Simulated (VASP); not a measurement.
CdSe:

```
Cd Se
1.0
     0.00000    2.94507    3.23640
     2.94507    0.00000    3.23640
     2.94507    2.94507    0.00000
Cd Se
1 1
Direct
  0.00000 0.00000 0.00000
  0.25000 0.25000 0.25000
```

This cell differs from its parent crystal: epitaxial xy strain -4.0%.

Base run:

| Item | Value |
| --- | --- |
| Program | VASP 6.6.1 |
| Functional | r2SCAN |
| Potentials or basis | VASP PAW PBE potentials, release 64 (Cd, Se) |
| Cutoff | 520 eV |
| k mesh | 8 × 8 × 8 |
| Occupations | gaussian, width 0.01 eV |
| Spin | no spin polarisation |

Its results: band gap on the k mesh 0.95 eV, direct; pressure 1.5 GPa.

The run is repeated on the same cell with these changes: functional from r2SCAN to PBE; occupations from gaussian, width 0.01 eV to fermi-dirac, width 0.02 eV. What comes out?

Band gap on the k mesh 0.47 eV, direct; pressure 3.1 GPa.

Caveats: the PAW data sets were made with another functional, which shifts forces and pressure a little (some runs).

